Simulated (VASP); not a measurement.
# BiB in VASP: notebook

The runs below take BiB through single point, with r2SCAN, PBE.

All numbers are computed with VASP 6.6.1; they aren't measurements. Logs are shortened: lines on timing, memory, paths and dates and some standing lists are left out, and cuts for length are marked.

**1. The cell of the first run**

The structure is tetragonal, space group I-4m2 (No. 119). The conventional cell has a = 3.882 Å, b = 3.882 Å, c = 5.407 Å, α = 90.00°, β = 90.00°, γ = 90.00°. B (site symmetry -4m2) has 4 Bi at 2.37 Å within 3.1 Å. Within 3.1 Å of Bi (site symmetry -4m2) lie 4 B at 2.37 Å.

**2. Single point, r2SCAN (uniaxial x strain -1.5%)**

Input file POSCAR:

```
BiB
1.0
    0.0000000000      2.7448744634      2.7448744634
    2.7037013464      0.0000000000      2.7448744634
    2.7037013464      2.7448744634      0.0000000000
B Bi
1 1
Direct
    0.0000000000      0.0000000000      0.0000000000
    0.2500000000      0.2500000000      0.2500000000
```

Input file INCAR.step1:

```
SYSTEM = BiB
PREC = Accurate
ENCUT = 520
ISMEAR = 0
SIGMA = 0.01
LREAL = .FALSE.
LASPH = .TRUE.
NELM = 80
NBANDS = 16
GGA = PE
ALGO = Normal
EDIFF = 1E-4
LWAVE = .TRUE.
LCHARG = .FALSE.
```

Input file INCAR.step2:

```
SYSTEM = BiB
PREC = Accurate
ENCUT = 520
EDIFF = 1E-6
ISMEAR = 0
SIGMA = 0.01
LREAL = .FALSE.
LASPH = .TRUE.
NELM = 80
ALGO = Normal
ISIF = 2
LWAVE = .FALSE.
LCHARG = .TRUE.
METAGGA = R2SCAN
LMIXTAU = .TRUE.
LELF = .TRUE.
LVHAR = .TRUE.
NBANDS = 16
ISTART = 1
```

Input file KPOINTS:

```
regular mesh
0
G
  8 8 8
  0 0 0
```

Potentials or basis: VASP PAW PBE potentials, release 64 (B, Bi_d).

Started as:

```sh
$ cat potpaw_PBE.64/B/POTCAR potpaw_PBE.64/Bi_d/POTCAR > POTCAR
$ cp INCAR.step1 INCAR
$ mpirun -np 1 vasp_std > vasp.out
$ cp INCAR.step2 INCAR
$ mpirun -np 1 vasp_std > vasp.out
```

OUTCAR:

```text
SYSTEM = BiB
   PREC = Accurate
   ENCUT = 520
   EDIFF = 1E-6
   ISMEAR = 0
   LREAL = .FALSE.
   LASPH = .TRUE.
   NELM = 80
   ISIF = 2
   METAGGA = R2SCAN
   ISTART = 1

 ion  position               nearest neighbor table
   1  0.000  0.000  0.000-   2 2.37   2 2.37   2 2.37   2 2.37
   2  0.250  0.250  0.250-   1 2.37   1 2.37   1 2.37   1 2.37

  LATTYP: Found a body centered tetragonal cell.
 ALAT       =     3.8818386932
 C/A-ratio  =     1.3930003589

  Lattice vectors:

 A1 = (  -2.7037013464,   0.0000000000,  -2.7448744634)
 A2 = (  -2.7037013464,   0.0000000000,   2.7448744634)
 A3 = (   2.7037013464,   2.7448744634,   0.0000000000)

Analysis of symmetry for initial positions (statically):
=====================================================================
 Subroutine PRICEL returns:
 Original cell was already a primitive cell.

 Routine SETGRP: Setting up the symmetry group for a
 body centered tetragonal supercell.

 Subroutine GETGRP returns: Found  8 space group operations
 (whereof  8 operations were pure point group operations)
 out of a pool of 16 trial point group operations.

The static configuration has the point symmetry D_2d.

Analysis of symmetry for dynamics (positions and initial velocities):
=====================================================================
 Subroutine PRICEL returns:
 Original cell was already a primitive cell.

 Routine SETGRP: Setting up the symmetry group for a
 body centered tetragonal supercell.

 Subroutine GETGRP returns: Found  8 space group operations
 (whereof  8 operations were pure point group operations)
 out of a pool of 16 trial point group operations.

The dynamic configuration has the point symmetry D_2d.

 Subroutine INISYM returns: Found  8 space group operations
 (whereof  8 operations are pure point group operations),
 and found     1 'primitive' translations

----------------------------------------------------------------------------------------

                                     Primitive cell

  volume of cell :      40.7412

  direct lattice vectors                    reciprocal lattice vectors
     0.000000000  2.744874463  2.744874463    -0.184931668  0.182157693  0.182157693
     2.703701346  0.000000000  2.744874463     0.184931668 -0.182157693  0.182157693
     2.703701346  2.744874463  0.000000000     0.184931668  0.182157693 -0.182157693

  length of vectors
     3.881838693  3.852834903  3.852834903     0.317116023  0.317116023  0.317116023

  position of ions in fractional coordinates (direct lattice)
     0.000000000  0.000000000  0.000000000
     0.250000000  0.250000000  0.250000000

  ion indices of the primitive-cell ions
   primitive index   ion index
                 1           1
                 2           2

----------------------------------------------------------------------------------------

 KPOINTS: regular mesh

Automatic generation of k-mesh.
 Grid dimensions read from file:
 generate k-points for:    8    8    8

 Generating k-lattice:

  Cartesian coordinates                     Fractional coordinates (reciprocal lattice)
    -0.023116459  0.022769712  0.022769712     0.125000000  0.000000000  0.000000000
     0.023116459 -0.022769712  0.022769712     0.000000000  0.125000000  0.000000000
     0.023116459  0.022769712 -0.022769712     0.000000000  0.000000000  0.125000000

  Length of vectors
     0.039639503  0.039639503  0.039639503

  Shift w.r.t. Gamma in fractional coordinates (k-lattice)
     0.000000000  0.000000000  0.000000000

 Subroutine IBZKPT returns following result:
 ===========================================

 Found     59 irreducible k-points:

 Following reciprocal coordinates:
            Coordinates               Weight
  0.000000  0.000000  0.000000      1.000000
  0.125000 -0.000000 -0.000000      8.000000
  0.250000 -0.000000 -0.000000      8.000000
  0.375000 -0.000000 -0.000000      8.000000
  0.500000 -0.000000 -0.000000      4.000000
  0.125000  0.125000  0.000000      4.000000
[... 16 lines left out ...]
  0.250000  0.125000  0.125000      4.000000
  0.375000  0.125000  0.125000      8.000000
 [... further k-points ...]
   k-points           NKPTS =     59   k-points in BZ     NKDIM =     59   number of bands    NBANDS=     16
   number of dos      NEDOS =    301   number of ions     NIONS =      2
   total plane-waves  NPLWV =  27000
   dimension x,y,z NGX =    30 NGY =   30 NGZ =   30
   dimension x,y,z NGXF=    60 NGYF=   60 NGZF=   60
   ions per type =               1   1
   NGX,Y,Z   is equivalent  to a cutoff of  12.85, 12.94, 12.94 a.u.
   NGXF,Y,Z  is equivalent  to a cutoff of  25.70, 25.89, 25.89 a.u.
 SYSTEM =  BiB
   PREC   = accura    normal or accurate (medium, high low for compatibility)
   ISTART =      1    job   : 0-new  1-cont  2-samecut
   ICHARG =      0    charge: 1-file 2-atom 10-const
   ISPIN  =      1    spin polarized calculation?
   LNONCOLLINEAR =      F non collinear calculations
   LSORBIT =      F    spin-orbit coupling
   LASPH  =      T    aspherical Exc in radial PAW
   ENCUT  =  520.0 eV  38.22 Ry    6.18 a.u.   7.22  7.16  7.16*2*pi/ulx,y,z
   NELM   =     80;   NELMIN=  2; NELMDL=  0     # of ELM steps
   EDIFF  = 0.1E-05   stopping-criterion for ELM
   LREAL  =      F    real-space projection
   EDIFFG = 0.1E-04   stopping-criterion for IOM
   NSW    =      0    number of steps for IOM
   IBRION =     -1    ionic relax: 0-MD 1-quasi-New 2-CG
   NFREE  =      0    steps in history (QN), initial steepest desc. (CG)
   ISIF   =      2    stress and relaxation
   ISYM   =      2    0-nonsym 1-usesym 2-fastsym
   POTIM  = 0.5000    time-step for ionic-motion
   TEBEG  =    0.0;   TEEND  =   0.0 temperature during run
   PSTRESS=    0.0 pullay stress
   NELECT =      18.0000    total number of electrons
   NUPDOWN=      -1.0000    fix difference up-down
   EMIN   =  10.00;   EMAX   =-10.00  energy-range for DOS
   EFERMI =   0.00;   METHOD = LEGACY
   ISMEAR =     0;   SIGMA  =   0.01  broadening in eV -4-tet -1-fermi 0-gaus
   EFERMI_NEDOS =   21; number of points for ismear=-14 and -15
   IALGO  =     38    algorithm
   IMIX   =      4    mixing-type and parameters
     AMIX     =   0.40;   BMIX     =  1.00
     AMIX_MAG =   1.60;   BMIX_MAG =  1.00
  volume/ion in A,a.u.               =      20.37       137.47
  Fermi-wavevector in a.u.,A,eV,Ry     =   1.246870  2.356242 21.152764  1.554684
  Thomas-Fermi vector in A             =   2.381028
   LORBIT       =      0    0 simple, 1 ext, 2 COOP (PROOUT), +10 PAW based schemes
   METAGGA = R2SCAN    functional components
   LHFCALC =     F    Hartree Fock is set to
   AEXX    =    0.0000 exact exchange contribution
   IVDW    =     0    specifies the selected vdW correction
   LEPSILON=     F    determine dielectric tensor
   LRPA    =     F    only Hartree local field effects (RPA)
 non-spin polarized calculation
 Gauss-broadening in eV      SIGMA  =   0.01
  energy-cutoff  :      520.00
  volume of cell :       40.74
 maximum number of plane-waves:      1111
 NGX is ok and might be reduce to    30
   NGX = 15   NGY = 15   NGZ = 15

 number of electron      17.9999995 magnetization

 Free energy of the ion-electron system (eV)
  ---------------------------------------------------
  ext. energy  EPLUGINS =         0.00000000
  ---------------------------------------------------
  free energy    TOTEN  =       -64.30395998 eV

  energy without entropy =      -64.30395998  energy(sigma->0) =      -64.30395998

 E-fermi :   7.5227     XC(G=0): -10.8288

 val. band max:        7.3625554829   @ k =   0.0000   0.0000   0.0000
 cond. band min:       7.7887747360   @ k =   0.0000   0.0000   0.0000
 fundamental gap:      0.4262192531
 Fermi energy:         7.5227037856

 k-point     1 :       0.0000    0.0000    0.0000
  band No.  band energies     occupation
      1     -16.6308      2.00000
      2     -16.6308      2.00000
      3     -16.6232      2.00000
      4     -16.5212      2.00000
      5     -16.5207      2.00000
      6      -7.6789      2.00000
[... 8 lines left out ...]
     15      18.3707      0.00000
     16      18.3707      0.00000

 k-point     2 :       0.1250   -0.0000   -0.0000
  band No.  band energies     occupation
      1     -16.6283      2.00000
      2     -16.6236      2.00000
      3     -16.6177      2.00000
      4     -16.5211      2.00000
      5     -16.5200      2.00000
      6      -7.4635      2.00000
[... 8 lines left out ...]
     15      17.3759      0.00000
     16      17.5316      0.00000

 k-point     3 :       0.2500   -0.0000   -0.0000
  band No.  band energies     occupation
      1     -16.6254      2.00000
      2     -16.6095      2.00000
      3     -16.6047      2.00000
      4     -16.5176      2.00000
      5     -16.5148      2.00000
      6      -6.8435      2.00000
[... 8 lines left out ...]
     15      17.1252      0.00000
     16      17.2162      0.00000

 k-point     4 :       0.3750   -0.0000   -0.0000
  band No.  band energies     occupation
      1     -16.6238      2.00000
      2     -16.6011      2.00000
      3     -16.5968      2.00000
      4     -16.5083      2.00000
      5     -16.5036      2.00000
      6      -5.9639      2.00000
[... 8 lines left out ...]
     15      18.1122      0.00000
     16      18.1543      0.00000
[... 324 lines left out ...]
 k-point    22 :       0.0000    0.1250    0.1250
  band No.  band energies     occupation
      1     -16.6308      2.00000
      2     -16.6162      2.00000
      3     -16.6162      2.00000
      4     -16.5269      2.00000
      5     -16.5151      2.00000
      6      -7.3858      2.00000
[... 8 lines left out ...]
     15      16.0927      0.00000
     16      19.0429      0.00000

 k-point    23 :       0.2500    0.1250    0.1250
  band No.  band energies     occupation
      1     -16.6295      2.00000
      2     -16.6152      2.00000
      3     -16.6036      2.00000
      4     -16.5235      2.00000
      5     -16.5154      2.00000
      6      -7.1163      2.00000
[... 8 lines left out ...]
     15      16.6550      0.00000
     16      16.8448      0.00000

 k-point    24 :       0.3750    0.1250    0.1250
  band No.  band energies     occupation
      1     -16.6247      2.00000
      2     -16.5995      2.00000
      3     -16.5954      2.00000
      4     -16.5199      2.00000
      5     -16.5093      2.00000
      6      -6.3953      2.00000
[... 8 lines left out ...]
     15      16.7809      0.00000
     16      18.5238      0.00000

 [... further k-points ...]
[... 5 lines left out ...]
  --------------------------------------------------------------------------------------
  -------------------------------------------------------------------------------------
  Total        0.5566643      0.1756046      0.1756046      0.0000000      0.0000000      0.0000000
  in kB       21.8912364      6.9057810      6.9057810      0.0000000      0.0000000      0.0000000
  external PRESSURE =      11.9009328 kB  Pullay stress =       0.0000000 kB

 VOLUME and BASIS-vectors are now :
 -----------------------------------------------------------------------------
  energy-cutoff  :      520.00
  volume of cell :       40.74
      direct lattice vectors                 reciprocal lattice vectors
     0.000000000  2.744874463  2.744874463    -0.184931668  0.182157693  0.182157693
     2.703701346  0.000000000  2.744874463     0.184931668 -0.182157693  0.182157693
     2.703701346  2.744874463  0.000000000     0.184931668  0.182157693 -0.182157693

 POSITION                                       TOTAL-FORCE (eV/Angst)
 -----------------------------------------------------------------------------------
      0.00000      0.00000      0.00000         0.000000      0.000000      0.000000
      1.35185      1.37244      1.37244        -0.000000     -0.000000     -0.000000
 -----------------------------------------------------------------------------------
    total drift:                                0.000000      0.000000      0.000000

  FREE ENERGIE OF THE ION-ELECTRON SYSTEM (eV)
  ---------------------------------------------------
  free  energy   TOTEN  =       -64.3039599838 eV

  energy  without entropy=      -64.3039599838  energy(sigma->0) =      -64.30395998
```

It took 2 min on 1 thread of Intel Xeon Platinum 8375C at 2.90GHz (Ice Lake), shared host; peak memory 0.19 GiB.

Results:

```yaml
Free_energy: -64.3040 eV
Pressure: 1.2 GPa
Band_gap_on_the_k_mesh: 0.43 eV, direct
```

Caveat: the cell differs from its parent crystal (uniaxial x strain -1.5%); the PAW data sets were made with another functional, which shifts forces and pressure a little; spin-orbit coupling is left out, which moves the levels of the heavy elements. A k mesh can miss the band edges.

**3. Single point, PBE (shear xy strain +4.0%)**

Input file INCAR:

```
SYSTEM = BiB
ALGO = Normal
EDIFF = 1E-6
ENCUT = 520
GGA = PE
ISIF = 2
ISMEAR = -1
LASPH = .True.
LCHARG = .True.
LELF = .True.
LREAL = .False.
LVHAR = .True.
LWAVE = .False.
NBANDS = 16
NELM = 80
PREC = Accurate
SIGMA = 0.02
```

Input file KPOINTS:

```
k-points
0
Gamma
  8 8 8
  0 0 0
```

Input file POSCAR:

```
BiB
1.0
    0.0548974893      2.7448744634      2.7448744634
    2.7448744634      0.0548974893      2.7448744634
    2.7997719526      2.7997719526     -0.0000000001
B Bi
1 1
Direct
    0.0020686084      0.0020686084     -0.0020686084
    0.2479313916      0.2479313916      0.2520686084
```

Potentials or basis: VASP PAW PBE potentials, release 64 (B, Bi_d).

Started as:

```sh
$ cat potpaw_PBE.64/B/POTCAR potpaw_PBE.64/Bi_d/POTCAR > POTCAR
$ mpirun -np 1 vasp_std > vasp.out
```

Wall time 44 s (1 thread of Intel Xeon Platinum 8375C at 2.90GHz (Ice Lake), shared host); peak memory 0.2 GiB.

Results (log left out):

* Free energy: -8.9737 eV
* Pressure: 1.3 GPa
* Largest force: 0.017 eV/Å
* Band gap on the k mesh: 0.08 eV, indirect (least direct gap 0.09 eV)

Forces in eV/Å, atoms in the order of the input:
```
B    0.000  0.000  0.017
Bi   0.000  0.000 -0.017
```

Stress tensor (GPa, compression positive):
```
 1.38 -3.08  0.00
-3.08  1.38  0.00
 0.00  0.00  1.22
```

Levels at points of the mesh, in eV from the valence-band top:
| k point | band 7 | band 8 | band 9 | band 10 | band 11 | band 12 |
| --- | --- | --- | --- | --- | --- | --- |
| (0.00, 0.00, 0.00) | -0.25 | -0.15 | 0.00 | 0.09 | 2.44 | 2.75 |
| (0.50, 0.00, 0.00) | -7.80 | -1.87 | -1.80 | 0.08 | 3.89 | 4.02 |
| (0.50, 0.50, 0.00) | -7.95 | -3.83 | -3.34 | 0.46 | 1.15 | 8.23 |
| (0.00, 0.00, 0.50) | -7.83 | -1.68 | -1.57 | 0.47 | 4.07 | 4.21 |
| (0.50, 0.00, 0.50) | -7.95 | -3.59 | -3.59 | 0.75 | 0.84 | 7.98 |

Caveat: the cell differs from its parent crystal (shear xy strain +4.0%); spin-orbit coupling is left out, which moves the levels of the heavy elements. A k mesh can miss the band edges.

**4. Single point, r2SCAN (shear xy strain +4.0%)**

POSCAR is that of step 3.

Input file INCAR.step1:

```
SYSTEM = BiB
PREC = Accurate ; ENCUT = 520
ISMEAR = -1 ; SIGMA = 0.02
LREAL = .FALSE. ; LASPH = .TRUE.
NELM = 80 ; NBANDS = 16
GGA = PE ; ALGO = Normal
EDIFF = 1E-4 ; LWAVE = .TRUE.
LCHARG = .FALSE.
```

Input file INCAR.step2:

```
SYSTEM = BiB
PREC = Accurate ; ENCUT = 520
EDIFF = 1E-6 ; ISMEAR = -1
SIGMA = 0.02 ; LREAL = .FALSE.
LASPH = .TRUE. ; NELM = 80
ALGO = Normal ; ISIF = 2
LWAVE = .FALSE. ; LCHARG = .FALSE.
METAGGA = R2SCAN ; LMIXTAU = .TRUE.
NBANDS = 16 ; ISTART = 1
```

Input file KPOINTS:

```
Automatic mesh
0
G
  8 8 8
  0 0 0
```

Started as:

```sh
$ cat potpaw_PBE.64/B/POTCAR potpaw_PBE.64/Bi_d/POTCAR > POTCAR
$ cp INCAR.step1 INCAR
$ mpirun -np 1 vasp_std > vasp.out
$ cp INCAR.step2 INCAR
$ mpirun -np 1 vasp_std > vasp.out
```

Run time: 3.5 min. Hardware: 1 thread of Intel Xeon Platinum 8375C at 2.90GHz (Ice Lake), shared host; peak memory 0.21 GiB.

The run converged. Its results:

```
Free energy            : -64.2917 eV
Pressure               : 0.0 GPa
Largest force          : 0.004 eV/Å
Band gap on the k mesh : 0.17 eV, indirect (least direct gap 0.20 eV)
```

Forces in eV/Å, atoms in the order of the input:
```
B    0.000  0.000 -0.004
Bi   0.000  0.000  0.004
```

Stress tensor (GPa, compression positive):
```
 0.10 -3.22  0.00
-3.22  0.10  0.00
 0.00  0.00 -0.09
```

Levels at points of the mesh, in eV from the valence-band top:
```csv
k point,band 5,band 6,band 7,band 8,band 9,band 10,band 11,band 12,band 13,band 14
"(0.00, 0.00, 0.00)",-23.91,-14.97,-0.26,-0.16,0.00,0.20,2.55,2.87,3.05,6.66
"(0.50, 0.00, 0.00)",-23.88,-12.65,-8.26,-2.00,-1.92,0.17,4.12,4.24,6.32,8.93
"(0.50, 0.50, 0.00)",-23.87,-11.74,-8.50,-4.06,-3.56,0.57,1.32,8.88,9.10,9.18
"(0.00, 0.00, 0.50)",-23.89,-12.87,-8.29,-1.80,-1.69,0.59,4.31,4.44,6.42,8.86
"(0.50, 0.00, 0.50)",-23.87,-11.73,-8.50,-3.81,-3.81,0.87,1.00,8.59,9.10,9.42
```

Caveat: the cell differs from its parent crystal (shear xy strain +4.0%); the PAW data sets were made with another functional, which shifts forces and pressure a little; spin-orbit coupling is left out, which moves the levels of the heavy elements. A k mesh can miss the band edges.

**5. Overview**

| level | cell | smearing | gap on the mesh (eV) | pressure (GPa) |
| --- | --- | --- | --- | --- |
| r2SCAN | a = 3.882, b = 3.853, c = 3.853 Å, angles 60.5, 59.8, 59.8°, 2 atoms | gaussian 0.01 eV | 0.43 | 1.2 |
| PBE | a = 3.882, b = 3.882, c = 3.959 Å, angles 59.3, 59.3, 58.7°, 2 atoms | fermi-dirac 0.02 eV | 0.08 | 1.3 |
| r2SCAN | a = 3.882, b = 3.882, c = 3.959 Å, angles 59.3, 59.3, 58.7°, 2 atoms | fermi-dirac 0.02 eV | 0.17 | 0.0 |

Alike in all rows: task single point; potentials or basis VASP PAW PBE potentials, release 64 (B, Bi_d); no spin polarisation; k mesh 8 × 8 × 8; cutoff (eV) 520.

Caveats: spin-orbit coupling is left out, which moves the levels of the heavy elements; the PAW data sets were made with another functional, which shifts forces and pressure a little (some runs).

Absolute energies hang on the potentials; compare differences alone.
